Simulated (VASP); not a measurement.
# GeRh (P2_13) in VASP: single point with LDA

Aim: the single point of GeRh with LDA.

All numbers are computed with VASP 6.6.1; they aren't measurements. Logs are shortened: lines on timing, memory, paths and dates and some standing lists are left out, and cuts for length are marked.

## Step 1: The cell of the first run

The structure is cubic, space group P2_13 (No. 198). Conventional cell: a = 4.811 Å, b = 4.811 Å, c = 4.811 Å, α = 90.00°, β = 90.00°, γ = 90.00°. Ge (site symmetry 3) has 7 Rh at 2.44 to 2.75 Å and 6 Ge at 2.99 Å within 3.2 Å. Within 3.2 Å of Rh (site symmetry 3) lie 7 Ge at 2.44 to 2.75 Å and 6 Rh at 2.95 Å.

## Step 2: Single point, LDA

Input file INCAR:

```
SYSTEM = GeRh
ALGO = Normal
EDIFF = 1E-6
ENCUT = 520
GGA = CA
ISIF = 2
ISMEAR = 0
LASPH = .True.
LCHARG = .False.
LREAL = .False.
LWAVE = .False.
NBANDS = 68
NELM = 60
PREC = Accurate
SIGMA = 0.1
```

Input file KPOINTS:

```
k-points
0
Gamma
  8 8 8
  0 0 0
```

Input file POSCAR:

```
GeRh
1.0
    4.8112520633      0.0000000000      0.0000000000
    0.0000000000      4.8112520633      0.0000000000
    0.0000000000      0.0000000000      4.8112520633
Ge Rh
4 4
Direct
    0.1620223973      0.3379776027      0.6620223973
    0.3379776027      0.6620223973      0.1620223973
    0.6620223973      0.1620223973      0.3379776027
    0.8379776027      0.8379776027      0.8379776027
    0.8694874014      0.6305125986      0.3694874014
    0.6305125986      0.3694874014      0.8694874014
    0.3694874014      0.8694874014      0.6305125986
    0.1305125986      0.1305125986      0.1305125986
```

Potentials or basis: VASP PAW LDA potentials, release 64 (Ge_d, Rh_pv).

Started as:

```
> cat potpaw_LDA.64/Ge_d/POTCAR potpaw_LDA.64/Rh_pv/POTCAR > POTCAR
> mpirun -np 1 vasp_std > vasp.out
```

OUTCAR:

```text
SYSTEM = GeRh
   EDIFF = 1E-6
   ENCUT = 520
   GGA = CA
   ISIF = 2
   ISMEAR = 0
   LASPH = .True.
   LREAL = .False.
   NELM = 60
   PREC = Accurate

 ion  position               nearest neighbor table
   1  0.162  0.338  0.662-   5 2.44   6 2.47   7 2.47   8 2.47   7 2.75   8 2.75   6 2.75
   2  0.338  0.662  0.162-   6 2.44   5 2.47   7 2.47   8 2.47   5 2.75   7 2.75   8 2.75
   3  0.662  0.162  0.338-   7 2.44   6 2.47   5 2.47   8 2.47   6 2.75   5 2.75   8 2.75
   4  0.838  0.838  0.838-   8 2.44   6 2.47   7 2.47   5 2.47   6 2.75   5 2.75   7 2.75
   5  0.869  0.631  0.369-   1 2.44   2 2.47   3 2.47   4 2.47   3 2.75   4 2.75   2 2.75   7 2.95
                             8 2.95   8 2.95   7 2.95   6 2.95   6 2.95
   6  0.631  0.369  0.869-   2 2.44   1 2.47   3 2.47   4 2.47   1 2.75   3 2.75   4 2.75   7 2.95
                             8 2.95   7 2.95   8 2.95   5 2.95   5 2.95
   7  0.369  0.869  0.631-   3 2.44   2 2.47   1 2.47   4 2.47   2 2.75   1 2.75   4 2.75   5 2.95
                             6 2.95   6 2.95   5 2.95   8 2.95   8 2.95
   8  0.131  0.131  0.131-   4 2.44   2 2.47   3 2.47   1 2.47   2 2.75   1 2.75   3 2.75   5 2.95
                             6 2.95   5 2.95   6 2.95   7 2.95   7 2.95

  LATTYP: Found a simple cubic cell.
 ALAT       =     4.8112520633

  Lattice vectors:

 A1 = (   4.8112520633,   0.0000000000,   0.0000000000)
 A2 = (   0.0000000000,   4.8112520633,   0.0000000000)
 A3 = (   0.0000000000,   0.0000000000,   4.8112520633)

Analysis of symmetry for initial positions (statically):
=====================================================================
 Subroutine PRICEL returns:
 Original cell was already a primitive cell.

 Routine SETGRP: Setting up the symmetry group for a
 simple cubic supercell.

 Subroutine GETGRP returns: Found 12 space group operations
 (whereof  3 operations were pure point group operations)
 out of a pool of 48 trial point group operations.

The static configuration has the point symmetry C_3 .
 The point group associated with its full space group is T   .

Analysis of symmetry for dynamics (positions and initial velocities):
=====================================================================
 Subroutine PRICEL returns:
 Original cell was already a primitive cell.

 Routine SETGRP: Setting up the symmetry group for a
 simple cubic supercell.

 Subroutine GETGRP returns: Found 12 space group operations
 (whereof  3 operations were pure point group operations)
 out of a pool of 48 trial point group operations.

The dynamic configuration has the point symmetry C_3 .
 The point group associated with its full space group is T   .

 Subroutine INISYM returns: Found 12 space group operations
 (whereof  3 operations are pure point group operations),
 and found     1 'primitive' translations

----------------------------------------------------------------------------------------

                                     Primitive cell

  volume of cell :     111.3716

  direct lattice vectors                    reciprocal lattice vectors
     4.811252063  0.000000000  0.000000000     0.207846105  0.000000000  0.000000000
     0.000000000  4.811252063  0.000000000     0.000000000  0.207846105  0.000000000
     0.000000000  0.000000000  4.811252063     0.000000000  0.000000000  0.207846105

  length of vectors
     4.811252063  4.811252063  4.811252063     0.207846105  0.207846105  0.207846105

  position of ions in fractional coordinates (direct lattice)
     0.162022397  0.337977603  0.662022397
     0.337977603  0.662022397  0.162022397
     0.662022397  0.162022397  0.337977603
     0.837977603  0.837977603  0.837977603
     0.869487401  0.630512599  0.369487401
     0.630512599  0.369487401  0.869487401
     0.369487401  0.869487401  0.630512599
     0.130512599  0.130512599  0.130512599

  ion indices of the primitive-cell ions
   primitive index   ion index
                 1           1
                 2           2
                 3           3
                 4           4
                 5           5
                 6           6
                 7           7
                 8           8

----------------------------------------------------------------------------------------

 KPOINTS: k-points

Automatic generation of k-mesh.
 Grid dimensions read from file:
 generate k-points for:    8    8    8

 Generating k-lattice:

  Cartesian coordinates                     Fractional coordinates (reciprocal lattice)
     0.025980763  0.000000000  0.000000000     0.125000000  0.000000000  0.000000000
     0.000000000  0.025980763  0.000000000     0.000000000  0.125000000  0.000000000
     0.000000000  0.000000000  0.025980763     0.000000000  0.000000000  0.125000000

  Length of vectors
     0.025980763  0.025980763  0.025980763

  Shift w.r.t. Gamma in fractional coordinates (k-lattice)
     0.000000000  0.000000000  0.000000000

 Subroutine IBZKPT returns following result:
 ===========================================

 Found     45 irreducible k-points:

 Following reciprocal coordinates:
            Coordinates               Weight
  0.000000  0.000000  0.000000      1.000000
  0.125000  0.000000  0.000000      6.000000
  0.250000  0.000000  0.000000      6.000000
  0.375000  0.000000  0.000000      6.000000
  0.500000  0.000000  0.000000      3.000000
  0.125000  0.125000  0.000000     12.000000
[... 16 lines left out ...]
  0.250000  0.125000  0.125000     24.000000
  0.375000  0.125000  0.125000     24.000000
 [... further k-points ...]
   k-points           NKPTS =     45   k-points in BZ     NKDIM =     45   number of bands    NBANDS=     68
   number of dos      NEDOS =    301   number of ions     NIONS =      8
   total plane-waves  NPLWV =  46656
   dimension x,y,z NGX =    36 NGY =   36 NGZ =   36
   dimension x,y,z NGXF=    72 NGYF=   72 NGZF=   72
   ions per type =               4   4
   NGX,Y,Z   is equivalent  to a cutoff of  12.44, 12.44, 12.44 a.u.
   NGXF,Y,Z  is equivalent  to a cutoff of  24.88, 24.88, 24.88 a.u.
 SYSTEM =  GeRh
   PREC   = accura    normal or accurate (medium, high low for compatibility)
   ISTART =      0    job   : 0-new  1-cont  2-samecut
   ICHARG =      2    charge: 1-file 2-atom 10-const
   ISPIN  =      1    spin polarized calculation?
   LNONCOLLINEAR =      F non collinear calculations
   LSORBIT =      F    spin-orbit coupling
   LASPH  =      T    aspherical Exc in radial PAW
   ENCUT  =  520.0 eV  38.22 Ry    6.18 a.u.   8.95  8.95  8.95*2*pi/ulx,y,z
   NELM   =     60;   NELMIN=  2; NELMDL= -5     # of ELM steps
   EDIFF  = 0.1E-05   stopping-criterion for ELM
   LREAL  =      F    real-space projection
   EDIFFG = 0.1E-04   stopping-criterion for IOM
   NSW    =      0    number of steps for IOM
   IBRION =     -1    ionic relax: 0-MD 1-quasi-New 2-CG
   NFREE  =      0    steps in history (QN), initial steepest desc. (CG)
   ISIF   =      2    stress and relaxation
   ISYM   =      2    0-nonsym 1-usesym 2-fastsym
   POTIM  = 0.5000    time-step for ionic-motion
   TEBEG  =    0.0;   TEEND  =   0.0 temperature during run
   PSTRESS=    0.0 pullay stress
   NELECT =     116.0000    total number of electrons
   NUPDOWN=      -1.0000    fix difference up-down
   EMIN   =  10.00;   EMAX   =-10.00  energy-range for DOS
   EFERMI =   0.00;   METHOD = LEGACY
   ISMEAR =     0;   SIGMA  =   0.10  broadening in eV -4-tet -1-fermi 0-gaus
   EFERMI_NEDOS =   21; number of points for ismear=-14 and -15
   IALGO  =     38    algorithm
   IMIX   =      4    mixing-type and parameters
     AMIX     =   0.40;   BMIX     =  1.00
     AMIX_MAG =   1.60;   BMIX_MAG =  1.00
  volume/ion in A,a.u.               =      13.92        93.95
  Fermi-wavevector in a.u.,A,eV,Ry     =   1.659470  3.135943 37.468273  2.753840
  Thomas-Fermi vector in A             =   2.746873
   LORBIT       =      0    0 simple, 1 ext, 2 COOP (PROOUT), +10 PAW based schemes
   GGA     = CA    functional components
   LHFCALC =     F    Hartree Fock is set to
   AEXX    =    0.0000 exact exchange contribution
   IVDW    =     0    specifies the selected vdW correction
   LEPSILON=     F    determine dielectric tensor
   LRPA    =     F    only Hartree local field effects (RPA)
 non-spin polarized calculation
 Gauss-broadening in eV      SIGMA  =   0.10
  energy-cutoff  :      520.00
  volume of cell :      111.37
 maximum number of plane-waves:      3028
   NGX = 17   NGY = 17   NGZ = 17

 number of electron     116.0000079 magnetization

 Free energy of the ion-electron system (eV)
  ---------------------------------------------------
  ext. energy  EPLUGINS =         0.00000000
  ---------------------------------------------------
  free energy    TOTEN  =       -59.87887834 eV

  energy without entropy =      -59.87388570  energy(sigma->0) =      -59.87638202

 E-fermi :  10.8904     XC(G=0): -13.6866

 val. band max:       10.8589068597   @ k =   0.1250   0.1250   0.1250
 cond. band min:      11.0130468193   @ k =   0.5000   0.3750   0.3750
 fundamental gap:      0.1541399596
 Fermi energy:        10.8903941279

 k-point     1 :       0.0000    0.0000    0.0000
  band No.  band energies     occupation
      1     -35.5015      2.00000
      2     -35.5015      2.00000
      3     -35.5015      2.00000
      4     -35.4737      2.00000
      5     -35.4737      2.00000
      6     -35.4737      2.00000
[... 60 lines left out ...]
     67      15.2471      0.00000
     68      15.9325      0.00000

 k-point     2 :       0.1250    0.0000    0.0000
  band No.  band energies     occupation
      1     -35.5121      2.00000
      2     -35.5033      2.00000
      3     -35.4916      2.00000
      4     -35.4837      2.00000
      5     -35.4772      2.00000
      6     -35.4558      2.00000
[... 60 lines left out ...]
     67      15.3493      0.00000
     68      16.5927      0.00000

 k-point     3 :       0.2500    0.0000    0.0000
  band No.  band energies     occupation
      1     -35.5184      2.00000
      2     -35.5079      2.00000
      3     -35.4987      2.00000
      4     -35.4855      2.00000
      5     -35.4693      2.00000
      6     -35.4357      2.00000
[... 1480 lines left out ...]
     67      15.8586      0.00000
     68      16.2108      0.00000

 k-point    24 :       0.3750    0.1250    0.1250
  band No.  band energies     occupation
      1     -35.5192      2.00000
      2     -35.5105      2.00000
      3     -35.5014      2.00000
      4     -35.4881      2.00000
      5     -35.4596      2.00000
      6     -35.4299      2.00000
[... 60 lines left out ...]
     67      15.8594      0.00000
     68      16.4023      0.00000

 [... further k-points ...]
[... 5 lines left out ...]
  --------------------------------------------------------------------------------------
  -------------------------------------------------------------------------------------
  Total        0.5966029      0.5966029      0.5966029      0.0000000     -0.0000000      0.0000000
  in kB        8.5826536      8.5826536      8.5826536      0.0000000     -0.0000000      0.0000000
  external PRESSURE =       8.5826536 kB  Pullay stress =       0.0000000 kB

 VOLUME and BASIS-vectors are now :
 -----------------------------------------------------------------------------
  energy-cutoff  :      520.00
  volume of cell :      111.37
      direct lattice vectors                 reciprocal lattice vectors
     4.811252063  0.000000000  0.000000000     0.207846105  0.000000000  0.000000000
     0.000000000  4.811252063  0.000000000     0.000000000  0.207846105  0.000000000
     0.000000000  0.000000000  4.811252063     0.000000000  0.000000000  0.207846105

 POSITION                                       TOTAL-FORCE (eV/Angst)
 -----------------------------------------------------------------------------------
      0.77953      1.62610      3.18516        -0.010815      0.010815     -0.010815
      1.62610      3.18516      0.77953         0.010815     -0.010815     -0.010815
      3.18516      0.77953      1.62610        -0.010815     -0.010815      0.010815
      4.03172      4.03172      4.03172         0.010815      0.010815      0.010815
      4.18332      3.03356      1.77770        -0.025009      0.025009     -0.025009
      3.03356      1.77770      4.18332         0.025009     -0.025009     -0.025009
      1.77770      4.18332      3.03356        -0.025009     -0.025009      0.025009
      0.62793      0.62793      0.62793         0.025009      0.025009      0.025009
 -----------------------------------------------------------------------------------
    total drift:                                0.000001      0.000000     -0.000000

  FREE ENERGIE OF THE ION-ELECTRON SYSTEM (eV)
  ---------------------------------------------------
  free  energy   TOTEN  =       -59.8788783356 eV

  energy  without entropy=      -59.8738857046  energy(sigma->0) =      -59.87638202
```

Wall time 7.4 min (1 thread of Intel Xeon 8259CL, shared host); peak memory 0.34 GiB.

Results:

```
Free energy            : -59.8789 eV
Pressure               : 0.9 GPa
Largest force          : 0.043 eV/Å
Band gap on the k mesh : zero (bands 58 and 59 overlap by 0.50 eV)
```

Forces on the atoms (eV/Å):
```
Ge  -0.011  0.011 -0.011
Ge   0.011 -0.011 -0.011
Ge  -0.011 -0.011  0.011
Ge   0.011  0.011  0.011
Rh  -0.025  0.025 -0.025
Rh   0.025 -0.025 -0.025
Rh  -0.025 -0.025  0.025
Rh   0.025  0.025  0.025
```

Levels at points of the mesh, in eV from the Fermi level:
```csv
k point,band 54,band 55,band 56,band 57,band 58,band 59,band 60,band 61,band 62,band 63
"(0.00, 0.00, 0.00)",-1.18,-1.18,-1.18,-0.18,-0.18,-0.18,1.97,1.97,1.97,3.51
"(0.50, 0.00, 0.00)",-1.69,-0.97,-0.97,-0.70,-0.70,1.20,1.20,1.55,1.55,3.81
"(0.50, 0.50, 0.00)",-2.19,-1.61,-1.61,0.14,0.14,0.28,0.28,1.98,1.98,2.68
"(0.50, 0.50, 0.50)",-1.71,-1.71,-1.71,-0.36,-0.36,-0.36,-0.36,3.56,3.56,3.56
```
